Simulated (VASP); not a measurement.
Set up this calculation in VASP 6.6.1, as the native input.

| Quantity | Value |
| --- | --- |
| Task | single point |
| Functional | PBE |
| Dispersion | D3(BJ) |
| Potentials or basis | VASP PAW PBE potentials, release 64 (Mo_sv, S) |
| Cutoff | 520 eV |
| k mesh | 6 × 6 × 4 |
| Occupations | gaussian, width 0.05 eV |
| Spin | no spin polarisation |
| Dipole correction | no |
| Further INCAR settings | ALGO = Normal; EDIFF = 1e-06; NBANDS = 64 |

The structure of MoS2 lies in POSCAR:

```
MoS2
1.0
    6.2994479940      0.0000000001      0.0000000000
   -3.1497239971      5.4554819926      0.0000000000
    0.0000000000      0.0000000000      6.6475426602
Mo S
4 8
Direct
    0.4833351021      0.4916675510      0.0117822114
    0.5000000000      0.0000000000      0.0000000000
    0.0000000000      0.5000000000      0.0000000000
    0.0000000000      0.0000000000      0.0000000000
    0.1666666667      0.3333333333      0.2356692374
    0.1666666667      0.8333333333      0.2356692374
    0.6666666667      0.3333333333      0.2356692374
    0.6666666667      0.8333333333      0.2356692374
    0.1666666667      0.3333333333      0.7643307626
    0.1666666667      0.8333333333      0.7643307626
    0.6666666667      0.3333333333      0.7643307626
    0.6666666667      0.8333333333      0.7643307626
```

This cell differs from its parent crystal: atom 1 (Mo) moved +0.120 Å towards its neighbour atom 5 (S) at 2.400 Å.

The input as run:

INCAR

```
PREC     = Accurate       # precision mode
ENCUT    = 520            # plane-wave cutoff, eV
EDIFF    = 1E-6           # SCF threshold, eV
ISMEAR   = 0              # smearing method
SIGMA    = 0.05           # smearing width, eV
LREAL    = F              # projectors in reciprocal space
LASPH    = T              # aspherical terms in the spheres
NELM     = 60             # most SCF steps
ALGO     = Normal         # electronic algorithm
ISIF     = 2              # what is computed and relaxed
LWAVE    = F              # write WAVECAR
LCHARG   = F              # write CHGCAR
GGA      = PE             # functional
IVDW     = 12             # dispersion correction
NBANDS   = 64             # bands
```

KPOINTS

```
regular mesh
0
Gamma
  6 6 4
```

Potentials or basis: VASP PAW PBE potentials, release 64 (Mo_sv, S).

Run with:

```bash
$ cat potpaw_PBE.64/Mo_sv/POTCAR potpaw_PBE.64/S/POTCAR > POTCAR
$ mpirun -np 1 vasp_std > vasp.out
```

Results of the run:

```json
{"Pressure": "0.2 GPa", "Largest force": "3.220 eV/Å", "Band gap on the k mesh": "1.06 eV", "Dispersion energy per atom": "-0.398 eV"}
```

Caveat: the cell differs from its parent crystal (atom 1 (Mo) moved +0.120 Å towards its neighbour atom 5 (S) at 2.400 Å); forces of over 1 eV/Å act on the atoms, so gaps and moduli don't describe the material at rest.

Wall time 21 min on 1 thread of Oxide Virtual Turin-like Processor, on a shared host, peak memory 0.61 GiB.
